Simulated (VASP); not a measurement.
CuCl:

```
Cu Cl
1.0
     0.00000    2.71010    2.71010
     2.71010    0.00000    2.71010
     2.71010    2.71010    0.00000
Cu Cl
1 1
Direct
  0.00000 0.00000 0.00000
  0.75000 0.75000 0.75000
```

```yaml
Program: VASP 6.6.1
Task: relaxation of cell and atoms
Functional: PBEsol
Potentials_or_basis: VASP PAW PBE potentials, release 64 (Cu, Cl)
Cutoff: 600 eV
k_mesh: 12 × 12 × 12
Occupations: gaussian, width 0.02 eV
Spin: no spin polarisation
```

At the start: pressure -3.6 GPa; volume 19.90 Å³/atom.

Where does the relaxation end?

Over 3 steps the energy falls by 15.7 meV/atom and the volume is 18.60 Å³/atom (-6.6 %); space group F-43m (No. 216, to 0.05 Å).

The path:
| step | energy change (eV) | largest force (eV/Å) | pressure (GPa) | volume (Å³) |
| --- | --- | --- | --- | --- |
| 1 | 0.0000 | 0.0000 | -3.57 | 39.81 |
| 2 | -0.0314 | 0.0000 | -0.20 | 37.31 |
| 3 | -0.0315 | 0.0000 | -0.01 | 37.19 |

Final structure:
```cif
data_structure
_symmetry_space_group_name_H-M 'P 1'
_symmetry_Int_Tables_number 1
_cell_length_a 3.7467
_cell_length_b 3.7467
_cell_length_c 3.7467
_cell_angle_alpha 60.000
_cell_angle_beta 60.000
_cell_angle_gamma 60.000
_cell_volume 37.19
loop_
_atom_site_label
_atom_site_type_symbol
_atom_site_fract_x
_atom_site_fract_y
_atom_site_fract_z
_atom_site_occupancy
Cu1 Cu 0.00000 0.00000 0.00000 1
Cl1 Cl 0.75000 0.75000 0.75000 1
```

Caveat: the PAW data sets were made with another functional, which shifts forces and pressure a little.
